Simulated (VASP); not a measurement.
# MgF2 (P4_2/mnm) in VASP: further runs

Runs on MgF2. Level: PBE. Tasks: single point.

All numbers are computed with VASP 6.6.1; they aren't measurements. Logs are shortened: lines on timing, memory, paths and dates and some standing lists are left out, and cuts for length are marked.

### Step 1. The cell of the first run

The structure is tetragonal, space group P4_2/mnm (No. 136). Conventional cell: a = 4.557 Å, b = 4.557 Å, c = 3.157 Å, α = 90.00°, β = 90.00°, γ = 90.00°. Mg (site symmetry mmm) has 6 F at 1.96 to 2.02 Å within 2.6 Å. F (site symmetry m2m) has 3 Mg at 1.96 to 2.02 Å and 1 F at 2.53 Å within 2.6 Å.

### Step 2. Single point, PBE (biaxial strain in the a-b plane: -3.0 %, then relaxed in part)

INCAR reads:

```
PREC = Accurate
ENCUT = 600
EDIFF = 1E-6
ISMEAR = 0
SIGMA = 0.02
LREAL = False
LASPH = True
NELM = 120
ALGO = Normal
ISIF = 2
LWAVE = False
LCHARG = False
GGA = PE
NBANDS = 25
GGA_COMPAT = False
```

KPOINTS reads:

```
Automatic mesh
0
Gamma
  6 6 8
```

POSCAR reads:

```
MgF2
1.0
    4.5566536170      0.0000000000      0.0000000000
    0.0000000000      4.5566536170      0.0000000000
    0.0000000000      0.0000000000      3.1571453712
Mg F
2 4
Direct
    0.5000000000      0.5000000000      0.5000000000
    0.0000000000      0.0000000000      0.0000000000
    0.6959725608      0.6959725608      0.0000000000
    0.8040274392      0.1959725608      0.5000000000
    0.3040274392      0.3040274392      0.0000000000
    0.1959725608      0.8040274392      0.5000000000
```

Potentials or basis: VASP PAW PBE potentials, release 64 (Mg, F).

Launch:

```console
> cat potpaw_PBE.64/Mg/POTCAR potpaw_PBE.64/F/POTCAR > POTCAR
> mpirun -np 1 vasp_std > vasp.out
```

OUTCAR:

```text
PREC = Accurate
   ENCUT = 600
   EDIFF = 1E-6
   ISMEAR = 0
   LREAL = False
   LASPH = True
   NELM = 120
   ISIF = 2
   GGA = PE

 ion  position               nearest neighbor table
   1  0.500  0.500  0.500-   4 1.96   6 1.96   5 2.02   3 2.02   3 2.02   5 2.02   2 3.59   2 3.59
                             2 3.59   2 3.59   2 3.59   2 3.59   2 3.59   2 3.59
   2  0.000  0.000  0.000-   3 1.96   5 1.96   4 2.02   6 2.02   4 2.02   6 2.02   1 3.59   1 3.59
                             1 3.59   1 3.59   1 3.59   1 3.59   1 3.59   1 3.59
   3  0.696  0.696  0.000-   2 1.96   1 2.02   1 2.02
   4  0.804  0.196  0.500-   1 1.96   2 2.02   2 2.02
   5  0.304  0.304  0.000-   2 1.96   1 2.02   1 2.02
   6  0.196  0.804  0.500-   1 1.96   2 2.02   2 2.02

  LATTYP: Found a simple tetragonal cell.
 ALAT       =     4.5566536170
 C/A-ratio  =     0.6928649041

  Lattice vectors:

 A1 = (   4.5566536170,   0.0000000000,   0.0000000000)
 A2 = (   0.0000000000,   4.5566536170,   0.0000000000)
 A3 = (   0.0000000000,   0.0000000000,   3.1571453712)

Analysis of symmetry for initial positions (statically):
=====================================================================
 Subroutine PRICEL returns:
 Original cell was already a primitive cell.

 Routine SETGRP: Setting up the symmetry group for a
 simple tetragonal supercell.

 Subroutine GETGRP returns: Found 16 space group operations
 (whereof  8 operations were pure point group operations)
 out of a pool of 16 trial point group operations.

The static configuration has the point symmetry D_2h.
 The point group associated with its full space group is D_4h.

Analysis of symmetry for dynamics (positions and initial velocities):
=====================================================================
 Subroutine PRICEL returns:
 Original cell was already a primitive cell.

 Routine SETGRP: Setting up the symmetry group for a
 simple tetragonal supercell.

 Subroutine GETGRP returns: Found 16 space group operations
 (whereof  8 operations were pure point group operations)
 out of a pool of 16 trial point group operations.

The dynamic configuration has the point symmetry D_2h.
 The point group associated with its full space group is D_4h.

 Subroutine INISYM returns: Found 16 space group operations
 (whereof  8 operations are pure point group operations),
 and found     1 'primitive' translations

----------------------------------------------------------------------------------------

                                     Primitive cell

  volume of cell :      65.5521

  direct lattice vectors                    reciprocal lattice vectors
     4.556653617  0.000000000  0.000000000     0.219459297  0.000000000  0.000000000
     0.000000000  4.556653617  0.000000000     0.000000000  0.219459297  0.000000000
     0.000000000  0.000000000  3.157145371     0.000000000  0.000000000  0.316741829

  length of vectors
     4.556653617  4.556653617  3.157145371     0.219459297  0.219459297  0.316741829

  position of ions in fractional coordinates (direct lattice)
     0.500000000  0.500000000  0.500000000
     0.000000000  0.000000000  0.000000000
     0.695972561  0.695972561  0.000000000
     0.804027439  0.195972561  0.500000000
     0.304027439  0.304027439  0.000000000
     0.195972561  0.804027439  0.500000000

  ion indices of the primitive-cell ions
   primitive index   ion index
                 1           1
                 2           2
                 3           3
                 4           4
                 5           5
                 6           6

----------------------------------------------------------------------------------------

 KPOINTS: Automatic mesh

Automatic generation of k-mesh.
 Grid dimensions read from file:
 generate k-points for:    6    6    8

 Generating k-lattice:

  Cartesian coordinates                     Fractional coordinates (reciprocal lattice)
     0.036576550  0.000000000  0.000000000     0.166666667  0.000000000  0.000000000
     0.000000000  0.036576550  0.000000000     0.000000000  0.166666667  0.000000000
     0.000000000  0.000000000  0.039592729     0.000000000  0.000000000  0.125000000

  Length of vectors
     0.036576550  0.036576550  0.039592729

  Shift w.r.t. Gamma in fractional coordinates (k-lattice)
     0.000000000  0.000000000  0.000000000

 Subroutine IBZKPT returns following result:
 ===========================================

 Found     50 irreducible k-points:

 Following reciprocal coordinates:
            Coordinates               Weight
  0.000000  0.000000  0.000000      1.000000
  0.166667  0.000000  0.000000      4.000000
  0.333333  0.000000  0.000000      4.000000
  0.500000  0.000000  0.000000      2.000000
  0.166667  0.166667  0.000000      4.000000
  0.333333  0.166667  0.000000      8.000000
[... 16 lines left out ...]
  0.333333  0.000000  0.250000      8.000000
  0.500000  0.000000  0.250000      4.000000
 [... further k-points ...]
   k-points           NKPTS =     50   k-points in BZ     NKDIM =     50   number of bands    NBANDS=     25
   number of dos      NEDOS =    301   number of ions     NIONS =      6
   total plane-waves  NPLWV =  36288
   dimension x,y,z NGX =    36 NGY =   36 NGZ =   28
   dimension x,y,z NGXF=    72 NGYF=   72 NGZF=   56
   ions per type =               2   4
   NGX,Y,Z   is equivalent  to a cutoff of  13.13, 13.13, 14.74 a.u.
   NGXF,Y,Z  is equivalent  to a cutoff of  26.27, 26.27, 29.49 a.u.
 SYSTEM =  unknown system
   PREC   = accura    normal or accurate (medium, high low for compatibility)
   ISTART =      0    job   : 0-new  1-cont  2-samecut
   ICHARG =      2    charge: 1-file 2-atom 10-const
   ISPIN  =      1    spin polarized calculation?
   LNONCOLLINEAR =      F non collinear calculations
   LSORBIT =      F    spin-orbit coupling
   LASPH  =      T    aspherical Exc in radial PAW
   ENCUT  =  600.0 eV  44.10 Ry    6.64 a.u.   9.10  9.10  6.31*2*pi/ulx,y,z
   NELM   =    120;   NELMIN=  2; NELMDL= -5     # of ELM steps
   EDIFF  = 0.1E-05   stopping-criterion for ELM
   LREAL  =      F    real-space projection
   EDIFFG = 0.1E-04   stopping-criterion for IOM
   NSW    =      0    number of steps for IOM
   IBRION =     -1    ionic relax: 0-MD 1-quasi-New 2-CG
   NFREE  =      0    steps in history (QN), initial steepest desc. (CG)
   ISIF   =      2    stress and relaxation
   ISYM   =      2    0-nonsym 1-usesym 2-fastsym
   POTIM  = 0.5000    time-step for ionic-motion
   TEBEG  =    0.0;   TEEND  =   0.0 temperature during run
   PSTRESS=    0.0 pullay stress
   NELECT =      32.0000    total number of electrons
   NUPDOWN=      -1.0000    fix difference up-down
   EMIN   =  10.00;   EMAX   =-10.00  energy-range for DOS
   EFERMI =   0.00;   METHOD = LEGACY
   ISMEAR =     0;   SIGMA  =   0.02  broadening in eV -4-tet -1-fermi 0-gaus
   EFERMI_NEDOS =   21; number of points for ismear=-14 and -15
   IALGO  =     38    algorithm
   IMIX   =      4    mixing-type and parameters
     AMIX     =   0.40;   BMIX     =  1.00
     AMIX_MAG =   1.60;   BMIX_MAG =  1.00
  volume/ion in A,a.u.               =      10.93        73.73
  Fermi-wavevector in a.u.,A,eV,Ry     =   1.289029  2.435911 22.607376  1.661595
  Thomas-Fermi vector in A             =   2.420947
   LORBIT       =      0    0 simple, 1 ext, 2 COOP (PROOUT), +10 PAW based schemes
   GGA     = PE    functional components
   LHFCALC =     F    Hartree Fock is set to
   AEXX    =    0.0000 exact exchange contribution
   IVDW    =     0    specifies the selected vdW correction
   LEPSILON=     F    determine dielectric tensor
   LRPA    =     F    only Hartree local field effects (RPA)
 non-spin polarized calculation
 Gauss-broadening in eV      SIGMA  =   0.02
  energy-cutoff  :      600.00
  volume of cell :       65.55
 maximum number of plane-waves:      2206
   NGX = 19   NGY = 19   NGZ = 13

 number of electron      32.0000022 magnetization

 Free energy of the ion-electron system (eV)
  ---------------------------------------------------
  ext. energy  EPLUGINS =         0.00000000
  ---------------------------------------------------
  free energy    TOTEN  =       -31.48903830 eV

  energy without entropy =      -31.48903830  energy(sigma->0) =      -31.48903830

 E-fermi :  -1.0973     XC(G=0):  -9.7178

 val. band max:       -1.2223126897   @ k =   0.0000   0.0000   0.0000
 cond. band min:       5.7766250571   @ k =   0.0000   0.0000   0.0000
 fundamental gap:      6.9989377468
 Fermi energy:        -1.0972832248

 k-point     1 :       0.0000    0.0000    0.0000
  band No.  band energies     occupation
      1     -21.9281      2.00000
      2     -21.0898      2.00000
      3     -21.0898      2.00000
      4     -21.0323      2.00000
      5      -5.1997      2.00000
      6      -3.6563      2.00000
[... 17 lines left out ...]
     24      17.5024      0.00000
     25      17.5025      0.00000

 k-point     2 :       0.1667    0.0000    0.0000
  band No.  band energies     occupation
      1     -21.8820      2.00000
      2     -21.1885      2.00000
      3     -21.0789      2.00000
      4     -20.9968      2.00000
      5      -5.0964      2.00000
      6      -3.6155      2.00000
[... 17 lines left out ...]
     24      17.2276      0.00000
     25      17.6648      0.00000

 k-point     3 :       0.3333    0.0000    0.0000
  band No.  band energies     occupation
      1     -21.7527      2.00000
      2     -21.3645      2.00000
      3     -21.0502      2.00000
      4     -20.9909      2.00000
      5      -4.8232      2.00000
      6      -4.0261      2.00000
[... 552 lines left out ...]
 k-point    23 :       0.3333    0.0000    0.2500
  band No.  band energies     occupation
      1     -21.6014      2.00000
      2     -21.2992      2.00000
      3     -21.0469      2.00000
      4     -21.0285      2.00000
      5      -4.5666      2.00000
      6      -3.9479      2.00000
[... 17 lines left out ...]
     24      15.4352      0.00000
     25      15.9489      0.00000

 k-point    24 :       0.5000    0.0000    0.2500
  band No.  band energies     occupation
      1     -21.4547      2.00000
      2     -21.4547      2.00000
      3     -21.0347      2.00000
      4     -21.0347      2.00000
      5      -4.2584      2.00000
      6      -4.2584      2.00000
[... 17 lines left out ...]
     24      14.9832      0.00000
     25      16.4670      0.00000

 [... further k-points ...]

------------------------ aborting loop because EDIFF is reached ----------------------------------------

  FORCE on cell =-STRESS in cart. coord.  units (eV):
  Direction    XX          YY          ZZ          XY          YZ          ZX
  --------------------------------------------------------------------------------------
  -------------------------------------------------------------------------------------
  Total        1.9123943      1.9123943     -0.4849397      0.0000000      0.0000000      0.0000000
  in kB       46.7413683     46.7413683    -11.8525475      0.0000000      0.0000000      0.0000000
  external PRESSURE =      27.2100630 kB  Pullay stress =       0.0000000 kB

 VOLUME and BASIS-vectors are now :
 -----------------------------------------------------------------------------
  energy-cutoff  :      600.00
  volume of cell :       65.55
      direct lattice vectors                 reciprocal lattice vectors
     4.556653617  0.000000000  0.000000000     0.219459297  0.000000000  0.000000000
     0.000000000  4.556653617  0.000000000     0.000000000  0.219459297  0.000000000
     0.000000000  0.000000000  3.157145371     0.000000000  0.000000000  0.316741829

 POSITION                                       TOTAL-FORCE (eV/Angst)
 -----------------------------------------------------------------------------------
      2.27833      2.27833      1.57857         0.000000     -0.000000      0.000000
      0.00000      0.00000      0.00000         0.000000     -0.000000      0.000000
      3.17131      3.17131      0.00000        -0.001894     -0.001894     -0.000000
      3.66367      0.89298      1.57857         0.001894     -0.001894     -0.000000
      1.38535      1.38535      0.00000         0.001894      0.001894      0.000000
      0.89298      3.66367      1.57857        -0.001894      0.001894      0.000000
 -----------------------------------------------------------------------------------
    total drift:                                0.000000     -0.000000     -0.000000

  FREE ENERGIE OF THE ION-ELECTRON SYSTEM (eV)
  ---------------------------------------------------
  free  energy   TOTEN  =       -31.4890383020 eV

  energy  without entropy=      -31.4890383020  energy(sigma->0) =      -31.48903830
```

It took 27 s on 1 thread of Intel Xeon 6975P-C (Granite Rapids), shared host; peak memory 0.23 GiB.

What came out:

* Free energy: -31.4890 eV
* Pressure: 2.7 GPa
* Band gap on the k mesh: 7.00 eV, direct

Forces on the atoms (eV/Å):
```
Mg   0.000  0.000  0.000
Mg   0.000  0.000  0.000
F   -0.002 -0.002  0.000
F    0.002 -0.002  0.000
F    0.002  0.002  0.000
F   -0.002  0.002  0.000
```

Caveat: the cell differs from its parent crystal (biaxial strain in the a-b plane: -3.0 %, then relaxed in part).

[end of part 1 of 3]
